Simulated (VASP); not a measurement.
# TiAl3 (d3) (Pm-3m) in VASP: notebook, part 2 of 2

VASP 6.6.1.

### Step 3. Single point, PBE+D3(BJ)

This run uses another cell than the first one, of 15.10 Å³/atom, 0.976 times its volume.

The input, INCAR:

```
SYSTEM = TiAl3
ALGO = Normal ; EDIFF = 1E-7
ENCUT = 520 ; GGA = PE
ISIF = 2 ; ISMEAR = 0
IVDW = 12 ; LASPH = .True.
LCHARG = .False. ; LREAL = .False.
LWAVE = .False. ; NBANDS = 18
NELM = 80 ; PREC = Accurate
SIGMA = 0.1
```

The input, KPOINTS:

```
k-points
0
Gamma
  10 10 10
  0 0 0
```

The input, POSCAR:

```
TiAl3
1.0
    3.9239616716      0.0000000000      0.0000000000
    0.0000000000      3.9239616716      0.0000000000
    0.0000000000      0.0000000000      3.9239616716
Ti Al
1 3
Direct
    0.0000000000      0.0000000000      0.0000000000
    0.5000000000      0.5000000000      0.0000000000
    0.5000000000      0.0000000000      0.5000000000
    0.0000000000      0.5000000000      0.5000000000
```

Potentials or basis: VASP PAW PBE potentials, release 64 (Ti_sv, Al).

Started as:

```
$ cat potpaw_PBE.64/Ti_sv/POTCAR potpaw_PBE.64/Al/POTCAR > POTCAR
$ mpirun -np 1 vasp_std > vasp.out
```

OUTCAR:

```text
SYSTEM = TiAl3
   EDIFF = 1E-7
   ENCUT = 520
   GGA = PE
   ISIF = 2
   ISMEAR = 0
   IVDW = 12
   LASPH = .True.
   LREAL = .False.
   NELM = 80
   PREC = Accurate
 IVDW          = 12

 ion  position               nearest neighbor table
   1  0.000  0.000  0.000-   2 2.77   3 2.77   4 2.77   3 2.77   4 2.77   2 2.77   4 2.77   4 2.77
                             2 2.77   3 2.77   3 2.77   2 2.77
   2  0.500  0.500  0.000-   1 2.77   3 2.77   4 2.77   3 2.77   4 2.77   1 2.77   3 2.77   3 2.77
                             1 2.77   4 2.77   4 2.77   1 2.77
[... 713 lines left out ...]
  Direction    XX          YY          ZZ          XY          YZ          ZX
  --------------------------------------------------------------------------------------
  -------------------------------------------------------------------------------------
  Total      -0.03432    -0.03432    -0.03432    -0.00000    -0.00000     0.00000
  in kB      -0.91002    -0.91002    -0.91002    -0.00000    -0.00000     0.00000
  external pressure =       -0.91 kB  Pullay stress =        0.00 kB

 VOLUME and BASIS-vectors are now :
 -----------------------------------------------------------------------------
  energy-cutoff  :      520.00
  volume of cell :       60.42
      direct lattice vectors                 reciprocal lattice vectors
     3.923961672  0.000000000  0.000000000     0.254844487  0.000000000  0.000000000
     0.000000000  3.923961672  0.000000000     0.000000000  0.254844487  0.000000000
     0.000000000  0.000000000  3.923961672     0.000000000  0.000000000  0.254844487

 POSITION                                       TOTAL-FORCE (eV/Angst)
 -----------------------------------------------------------------------------------
      0.00000      0.00000      0.00000         0.000000      0.000000      0.000000
      1.96198      1.96198      0.00000         0.000000      0.000000      0.000000
      1.96198      0.00000      1.96198         0.000000      0.000000      0.000000
      0.00000      1.96198      1.96198         0.000000      0.000000      0.000000
 -----------------------------------------------------------------------------------
    total drift:                                0.000000     -0.000000      0.000000

  FREE ENERGIE OF THE ION-ELECTRON SYSTEM (eV)
  ---------------------------------------------------
  free  energy   TOTEN  =       -22.2788770207 eV

  energy  without entropy=      -22.2685103667  energy(sigma->0) =      -22.27369369
```

stdout:

```text
POSCAR found type information on POSCAR TiAl
 POSCAR found :  2 types and       4 ions
 scaLAPACK will be used
 LDA part: xc-table for (Slater+PW92), standard interpolation
 POSCAR, INCAR and KPOINTS ok, starting setup
 FFT: planning ... GRIDC
 FFT: planning ... GRID_SOFT
 FFT: planning ... GRID
 WAVECAR not read
 entering main loop
```

Run time: 41 s. Hardware: 1 thread of Intel Xeon Platinum 8259CL at 2.50GHz (Skylake/Cascade Lake), shared host; peak memory 0.21 GiB.

What came out:

```yaml
Free_energy: -22.2789 eV
Pressure: -0.1 GPa
Dispersion_energy_per_atom: -0.441 eV
```

Levels at points of the mesh, in eV from the Fermi level:
| k point | band 6 | band 7 | band 8 | band 9 | band 10 | band 11 | band 12 | band 13 | band 14 | band 15 |
| --- | --- | --- | --- | --- | --- | --- | --- | --- | --- | --- |
| (0.00, 0.00, 0.00) | -3.18 | -3.18 | -2.23 | -2.23 | -2.23 | 0.12 | 0.12 | 0.12 | 0.67 | 4.24 |
| (0.50, 0.00, 0.00) | -8.14 | -2.35 | -2.35 | -2.28 | 0.38 | 0.72 | 0.72 | 0.97 | 0.97 | 1.45 |
| (0.50, 0.50, 0.00) | -6.24 | -6.24 | -5.16 | -1.33 | -1.33 | 0.61 | 0.90 | 1.06 | 1.17 | 3.61 |
| (0.50, 0.50, 0.50) | -5.25 | -5.25 | -5.13 | -3.59 | -3.59 | -3.59 | 0.21 | 1.24 | 1.24 | 2.85 |

Caveat: pairwise dispersion overbinds metals, which lowers pressure and volume.

### Step 4. Relaxation of cell and atoms, PBE+D3(BJ)

The input, INCAR:

```
ALGO = Normal
EDIFF = 1E-6
EDIFFG = -0.002
ENCUT = 600
GGA = PE
IBRION = 2
ISIF = 3
ISMEAR = 0
IVDW = 12
LASPH = T
LCHARG = F
LREAL = F
LWAVE = F
NELM = 100
NSW = 100
PREC = Accurate
SIGMA = 0.1
```

The input, KPOINTS:

```
k-points
0
Gamma
  10 10 10
```

The input, POSCAR:

```
TiAl3
1.0
    3.9556712500      0.0000000000      0.0000000000
    0.0000000000      3.9556712500      0.0000000000
    0.0000000000      0.0000000000      3.9556712500
Ti Al
1 3
Direct
    0.0000000000      0.0000000000      0.0000000000
    0.5000000000      0.5000000000      0.0000000000
    0.5000000000      0.0000000000      0.5000000000
    0.0000000000      0.5000000000      0.5000000000
```

Started as:

```
$ cat potpaw_PBE.64/Ti_sv/POTCAR potpaw_PBE.64/Al/POTCAR > POTCAR
$ mpirun -np 1 vasp_std > vasp.out
```

Wall time 68 s (1 thread of Intel Xeon Platinum 8259CL at 2.50GHz (Skylake/Cascade Lake), shared host); peak memory 0.23 GiB.

It converged, with:

```
Free energy                            : -22.2797 eV
Relaxed volume                         : 15.11 Å³/atom
Relaxed cell                           : a = 3.924 Å, b = 3.924 Å, c = 3.924 Å, α = 90.00°, β = 90.00°, γ = 90.00°
Space group after relaxing (to 0.05 Å) : Pm-3m (No. 221)
Energy gained by relaxing              : 3.1 meV/atom
Ionic steps                            : 3
Pressure after relaxing                : 0.0 GPa
Dispersion energy per atom             : -0.441 eV
```

Step by step:
```csv
step,energy change (eV),largest force (eV/Å),pressure (GPa),volume (Å³)
1,0.0000,0.0000,-2.73,61.90
2,-0.0080,0.0000,1.70,59.56
3,-0.0125,0.0000,0.01,60.43
```

Final structure:
```yaml
crystal:
  lattice:
    - [3.92416, 0.00000, 0.00000]
    - [0.00000, 3.92416, 0.00000]
    - [0.00000, 0.00000, 3.92416]
  atoms:
    - { symbol: Ti, position: [0.00000, 0.00000, 0.00000] }
    - { symbol: Al, position: [0.50000, 0.50000, 0.00000] }
    - { symbol: Al, position: [0.50000, 0.00000, 0.50000] }
    - { symbol: Al, position: [0.00000, 0.50000, 0.50000] }
```

Levels at points of the mesh, in eV from the Fermi level:
| k point | band 7 | band 8 | band 9 | band 10 | band 11 | band 12 | band 13 | band 14 |
| --- | --- | --- | --- | --- | --- | --- | --- | --- |
| (0.00, 0.00, 0.00) | -3.18 | -2.23 | -2.23 | -2.23 | 0.12 | 0.12 | 0.12 | 0.67 |
| (0.50, 0.00, 0.00) | -2.35 | -2.35 | -2.28 | 0.38 | 0.72 | 0.72 | 0.97 | 0.97 |
| (0.50, 0.50, 0.00) | -6.24 | -5.15 | -1.33 | -1.33 | 0.61 | 0.90 | 1.06 | 1.17 |
| (0.50, 0.50, 0.50) | -5.25 | -5.13 | -3.59 | -3.59 | -3.59 | 0.21 | 1.23 | 1.23 |

Caveat: pairwise dispersion overbinds metals, which lowers pressure and volume.

### Step 5. Single point, PBE+D3(BJ)

This run uses another cell than the first one, of 15.10 Å³/atom, 0.976 times its volume.

The input, INCAR:

```
SYSTEM = TiAl3
ALGO = Normal ; EDIFF = 1E-7
ENCUT = 520 ; GGA = PE
ISIF = 2 ; ISMEAR = 0
IVDW = 12 ; LASPH = .True.
LCHARG = .False. ; LREAL = .False.
LWAVE = .False. ; NBANDS = 18
NELM = 80 ; PREC = Accurate
SIGMA = 0.1
```

The input, KPOINTS:

```
k-points
0
Gamma
  10 10 10
  0 0 0
```

The input, POSCAR:

```
TiAl3
1.0
    3.9239616715      0.0000000000      0.0000000000
    0.0000000000      3.9239616715      0.0000000000
    0.0000000000      0.0000000000      3.9239616715
Ti Al
1 3
Direct
    0.0000000000      0.0000000000      0.0000000000
    0.5000000000      0.5000000000      0.0000000000
    0.5000000000      0.0000000000      0.5000000000
    0.0000000000      0.5000000000      0.5000000000
```

Started as:

```
$ cat potpaw_PBE.64/Ti_sv/POTCAR potpaw_PBE.64/Al/POTCAR > POTCAR
$ mpirun -np 1 vasp_std > vasp.out
```

It took 22 s on 1 thread of Intel Xeon 6975P-C (Granite Rapids), shared host; peak memory 0.21 GiB.

It converged, with:

- Free energy: -22.2789 eV
- Pressure: -0.1 GPa
- Dispersion energy per atom: -0.441 eV

Levels at points of the mesh, in eV from the Fermi level:
```
           k point  band 7  band 8  band 9  band 10  band 11  band 12  band 13  band 14
(0.00, 0.00, 0.00)   -3.18   -2.23   -2.23    -2.23     0.12     0.12     0.12     0.67
(0.50, 0.00, 0.00)   -2.35   -2.35   -2.28     0.38     0.72     0.72     0.97     0.97
(0.50, 0.50, 0.00)   -6.24   -5.16   -1.33    -1.33     0.61     0.90     1.06     1.17
(0.50, 0.50, 0.50)   -5.25   -5.13   -3.59    -3.59    -3.59     0.21     1.24     1.24
```

Caveat: pairwise dispersion overbinds metals, which lowers pressure and volume.

### Step 6. Summary

```csv
task,cell,k mesh,cutoff (eV),gap on the mesh (eV),pressure (GPa)
single point,"a = 3.956 Å, 4 atoms",4 × 4 × 4,520,none,-2.6
single point,"a = 3.924 Å, 4 atoms",10 × 10 × 10,520,none,-0.1
relaxation of cell and atoms,"relaxed from a = 3.956 Å, 4 atoms",10 × 10 × 10,600,none,0.0
```

Alike in all rows: level PBE+D3(BJ); potentials or basis VASP PAW PBE potentials, release 64 (Ti_sv, Al); no spin polarisation; smearing gaussian 0.1 eV.

Caveats: some runs use coarse meshes; pairwise dispersion overbinds metals, which lowers pressure and volume.

Absolute energies hang on the potentials; compare differences alone.
